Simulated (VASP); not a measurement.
The system is SrO.

```
Sr O
1.0
     0.00000    2.57989    2.57989
     2.57989    0.00000    2.57989
     2.57989    2.57989    0.00000
Sr O
1 1
Direct
  0.00000 0.00000 0.00000
  0.50000 0.50000 0.50000
```

Program: VASP 6.6.1. Alike in all runs: no spin polarisation; cell as given; k mesh 8 × 8 × 8; cutoff (eV) 520; smearing gaussian 0.01 eV. Hardware: 1 thread of Intel Xeon 6975P-C, on a shared host.

Question: Order these runs on this cell by their wall time, lowest first.
A. task dielectric tensor; level PBE; potentials or basis VASP PAW PBE potentials, release 64 (Sr_sv, O)
B. task single point; level r2SCAN; potentials or basis VASP PAW PBE potentials, release 64 (Sr_sv, O)
C. task single point; level LDA; potentials or basis VASP PAW LDA potentials, release 64 (Sr_sv, O)

Answer: C (9.9 s), B (62 s), A (160 s).
